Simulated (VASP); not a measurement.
# La2O3 (P4mm) in VASP: further runs, part 2 of 2

VASP 6.6.1.

### Step 5. Relaxation of cell and atoms, PBE

INCAR reads:

```
PREC     = Accurate       # precision mode
ENCUT    = 600            # plane-wave cutoff, eV
EDIFF    = 1E-6           # SCF threshold, eV
ISMEAR   = 0              # smearing method
SIGMA    = 0.02           # smearing width, eV
LREAL    = F              # projectors in reciprocal space
LASPH    = T              # aspherical terms in the spheres
NELM     = 60             # most SCF steps
ALGO     = Normal         # electronic algorithm
ISIF     = 3              # what is computed and relaxed
LWAVE    = F              # write WAVECAR
LCHARG   = F              # write CHGCAR
GGA      = PE             # functional
IBRION   = 2              # ionic algorithm
NSW      = 100            # ionic steps
EDIFFG   = -0.01          # ionic threshold
```

KPOINTS reads:

```
regular mesh
0
Gamma
  8 8 6
```

POSCAR reads:

```
La2O3
1.0
    4.0404926040      0.0000000000      0.0000000000
    0.0000000000      4.0404926040      0.0000000000
    0.0000000000      0.0000000000      5.9928001268
La O
2 3
Direct
    0.0000000000      0.0000000000      0.8313408646
    0.5000000000      0.5000000000      0.2448127692
    0.5000000000      0.5000000000      0.6205417002
    0.5000000000      0.0000000000      0.0473723430
    0.0000000000      0.5000000000      0.0473723430
```

Potentials or basis: VASP PAW PBE potentials, release 64 (La, O).

Command:

```console
cat potpaw_PBE.64/La/POTCAR potpaw_PBE.64/O/POTCAR > POTCAR
mpirun -np 1 vasp_std > vasp.out
```

OUTCAR:

```text
PREC = Accurate
   ENCUT = 600
   EDIFF = 1E-6
   ISMEAR = 0
   LREAL = F
   LASPH = T
   NELM = 60
   ISIF = 3
   GGA = PE
   IBRION = 2
   NSW = 100
   EDIFFG = -0.01

 ion  position               nearest neighbor table
   1  0.000  0.000  0.831-   4 2.40   5 2.40   5 2.40   4 2.40
   2  0.500  0.500  0.245-   3 2.25   4 2.34   5 2.34   4 2.34   5 2.34
   3  0.500  0.500  0.621-   2 2.25
   4  0.500  0.000  0.047-   2 2.34   2 2.34   1 2.40   1 2.40
   5  0.000  0.500  0.047-   2 2.34   2 2.34   1 2.40   1 2.40

  LATTYP: Found a simple tetragonal cell.
 ALAT       =     4.0404926040
 C/A-ratio  =     1.4831855207

  Lattice vectors:

 A1 = (   4.0404926040,   0.0000000000,   0.0000000000)
 A2 = (   0.0000000000,   4.0404926040,   0.0000000000)
[... 384 lines left out ...]
  ext. energy  EPLUGINS =         0.00000000
  ---------------------------------------------------
  free energy    TOTEN  =       -40.60855619 eV

  energy without entropy =      -40.60855619  energy(sigma->0) =      -40.60855619

 E-fermi :   5.2195     XC(G=0):  -9.4417

 val. band max:        5.0698074781   @ k =   0.5000   0.5000   0.5000
 cond. band min:       7.0303388828   @ k =   0.0000   0.0000   0.0000
 fundamental gap:      1.9605314047
 Fermi energy:         5.2195381222

 k-point     1 :       0.0000    0.0000    0.0000
  band No.  band energies     occupation
      1     -25.8925      2.00000
      2     -24.8905      2.00000
      3     -12.9202      2.00000
      4     -11.4495      2.00000
      5     -10.5269      2.00000
      6      -9.5333      2.00000
[... 637 lines left out ...]
     23       8.9307      0.00000
     24       9.0659      0.00000

 [... further k-points ...]

------------------------ aborting loop because EDIFF is reached ----------------------------------------

  FORCE on cell =-STRESS in cart. coord.  units (eV):
  Direction    XX          YY          ZZ          XY          YZ          ZX
  --------------------------------------------------------------------------------------
  -------------------------------------------------------------------------------------
  Total        0.0045773      0.0045773     -0.0362391      0.0000000      0.0000000      0.0000000
  in kB        0.0756561      0.0756561     -0.5989760      0.0000000      0.0000000      0.0000000
  external PRESSURE =      -0.1492213 kB  Pullay stress =       0.0000000 kB
[... 20 lines left out ...]
  FREE ENERGIE OF THE ION-ELECTRON SYSTEM (eV)
  ---------------------------------------------------
  free  energy   TOTEN  =       -40.6085561876 eV

  energy  without entropy=      -40.6085561876  energy(sigma->0) =      -40.60855619

 reached required accuracy - stopping structural energy minimisation
```

It took 20 min on 1 thread of Intel Xeon Platinum 8375C at 2.90GHz (Ice Lake), shared host; peak memory 0.34 GiB.

What came out:

* Free energy: -40.6086 eV
* Relaxed volume: 19.39 Å³/atom
* Relaxed cell: a = 4.025 Å, b = 4.025 Å, c = 5.983 Å, α = 90.00°, β = 90.00°, γ = 90.00°
* Space group after relaxing (to 0.1 Å): P4mm (No. 99)
* Energy gained by relaxing: 0.3 meV/atom
* Ionic steps: 11
* Pressure after relaxing: 0.0 GPa
* Band gap on the k mesh: 1.96 eV (least direct gap 2.52 eV)

Forces on the atoms (eV/Å):
```
La   0.000  0.000 -0.003
La   0.000  0.000 -0.001
O    0.000  0.000  0.002
O    0.000  0.000  0.001
O    0.000  0.000  0.001
```

The path:
| step | energy change (eV) | largest force (eV/Å) | pressure (GPa) | volume (Å³) |
| --- | --- | --- | --- | --- |
| 1 | 0.0000 | 0.0229 | -0.62 | 97.84 |
| 2 | -0.0002 | 0.1600 | 0.55 | 96.77 |
| 3 | -0.0011 | 0.0706 | 0.00 | 97.28 |
| 4 | -0.0011 | 0.0673 | -0.01 | 97.29 |
| 5 | -0.0011 | 0.0609 | -0.08 | 97.34 |
| 6 | -0.0011 | 0.0669 | -0.07 | 97.31 |
| 7 | -0.0014 | 0.0371 | -0.04 | 97.18 |
| 8 | -0.0015 | 0.0428 | -0.02 | 97.03 |
| 9 | -0.0017 | 0.0144 | 0.01 | 96.93 |
| 10 | -0.0017 | 0.0127 | 0.02 | 96.92 |
| 11 | -0.0017 | 0.0025 | -0.01 | 96.93 |

Final structure:
```
La O
1.0
     4.02526    0.00000    0.00000
     0.00000    4.02526    0.00000
     0.00000    0.00000    5.98261
La O
2 3
Direct
  0.00000 0.00000 0.82996
  0.50000 0.50000 0.24506
  0.50000 0.50000 0.62174
  0.50000 0.00000 0.04734
  0.00000 0.50000 0.04734
```

Levels at points of the mesh, in eV from the valence-band top:
```tsv
k point	band 18	band 19	band 20	band 21	band 22	band 23
(0.00, 0.00, 0.00)	-0.58	-0.56	-0.56	1.96	3.31	3.88
(0.50, 0.00, 0.00)	-0.93	-0.86	-0.38	3.00	3.61	3.91
(0.50, 0.50, 0.00)	-1.19	-1.19	-0.57	2.85	3.90	3.90
(0.00, 0.00, 0.50)	-0.55	-0.34	-0.34	2.31	3.58	3.88
(0.50, 0.00, 0.50)	-1.11	-0.49	-0.35	3.30	3.40	3.96
(0.50, 0.50, 0.50)	-1.08	-1.08	0.00	2.70	3.86	3.86
```

Caveat: spin-orbit coupling is left out, which moves the levels of the heavy elements. A k mesh can miss the band edges.

### Step 6. Overview

| task | cell | k mesh | cutoff (eV) | smearing | gap on the mesh (eV) | pressure (GPa) | largest force (eV/Å) |
| --- | --- | --- | --- | --- | --- | --- | --- |
| single point | a = 4.040, b = 4.040, c = 5.993 Å, 5 atoms, atomic positions A | 4 × 4 × 4 | 520 | gaussian 0.1 eV | 1.97 | -0.5 | 0.02 |
| single point | a = 4.176, b = 4.176, c = 6.130 Å, 5 atoms, atomic positions B | 4 × 4 × 4 | 520 | gaussian 0.1 eV | none | 30.2 | 1.03 |
| single point | a = 4.033, b = 4.033, c = 5.988 Å, 5 atoms, atomic positions A | 8 × 8 × 6 | 520 | gaussian 0.02 eV | 1.96 | -0.2 | 0.03 |
| relaxation of cell and atoms | relaxed from a = 4.040, b = 4.040, c = 5.993 Å, 5 atoms, atomic positions A | 8 × 8 × 6 | 600 | gaussian 0.02 eV | 1.96 | 0.0 | - |

Alike in all rows: level PBE; potentials or basis VASP PAW PBE potentials, release 64 (La, O); no spin polarisation.

Caveats: some runs use coarse meshes; spin-orbit coupling is left out, which moves the levels of the heavy elements; forces of over 1 eV/Å act on the atoms, so gaps and moduli don't describe the material at rest (at least some runs).

Total energies depend on the potentials used, so only differences within one code and one set of settings carry meaning.
